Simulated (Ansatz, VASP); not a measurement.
## Two plane-wave programs on Ge

```
CELL_PARAMETERS angstrom
3.89984 0.00000 0.00000
-2.89838 2.60924 0.00000
-0.50073 -1.30462 3.64088
ATOMIC_POSITIONS crystal
Ge 0.25000 0.75000 0.50000
Ge 0.50000 0.50000 0.00000
```

Alike in both runs: task single point; functional PBEsol; k mesh 12 × 12 × 12; occupations fermi-dirac, width 0.1 eV; no spin polarisation.

|  | VASP | Ansatz |
| --- | --- | --- |
| version | VASP 6.6.1 | Ansatz 0.2.0 |
| potentials or method | VASP PAW PBE potentials, release 64 (Ge_d) | plane waves, PAW |
| plane-wave cutoff (eV) | 520 | 420 |
| valence electrons in the cell | 28 | 28 |

|  | VASP | Ansatz | Ansatz less VASP |
| --- | --- | --- | --- |
| pressure (GPa) | -0.7 | -0.7 | -0.02 |
| traceless stress, the component that is largest in VASP (GPa) | 0.59 | 0.57 | -0.013 |

VASP's potentials were made for PBE, not for PBEsol. With one functional, cell and mesh, what is left measures potentials, basis and numerics.
